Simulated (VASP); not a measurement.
As, 4 atoms in the cell. It takes space group P6_3/mmc (No. 194, hexagonal). The conventional cell has a = 2.918 Å, b = 2.918 Å, c = 9.932 Å, α = 90.00°, β = 90.00°, γ = 120.00°. As (site symmetry -3m) has 12 As at 2.92 to 3.00 Å within 3.8 Å. As (site symmetry -6m2) has 12 As at 2.92 to 3.00 Å within 3.8 Å.  This cell differs from its parent crystal: volume scaled by 0.96.

```yaml
Program: VASP 6.6.1
Task: single point
Functional: r2SCAN
Potentials_or_basis: VASP PAW PBE potentials, release 64 (As)
Cutoff: 520 eV
k_mesh: 14 × 14 × 4
Occupations: fermi-dirac, width 0.1 eV
Spin: no spin polarisation
Dipole_correction: no
Further_INCAR_settings: ALGO = Normal; EDIFF = 1e-07; NBANDS = 18
```

Potentials or basis: VASP PAW PBE potentials, release 64 (As).

Run with:

```sh
$ cat potpaw_PBE.64/As/POTCAR > POTCAR
$ cp INCAR.step1 INCAR
$ mpirun -np 1 vasp_std > vasp.out
$ cp INCAR.step2 INCAR
$ mpirun -np 1 vasp_std > vasp.out
```

Hardware: 1 thread of Intel(R) Xeon(R) 6975P-C (Granite Rapids), on a shared host.

Estimate the wall time of this run.

Run time: 2.2 min on 1 thread of Intel(R) Xeon(R) 6975P-C (Granite Rapids) (shared host), peak memory 0.25 GiB. Counts: k points 72.
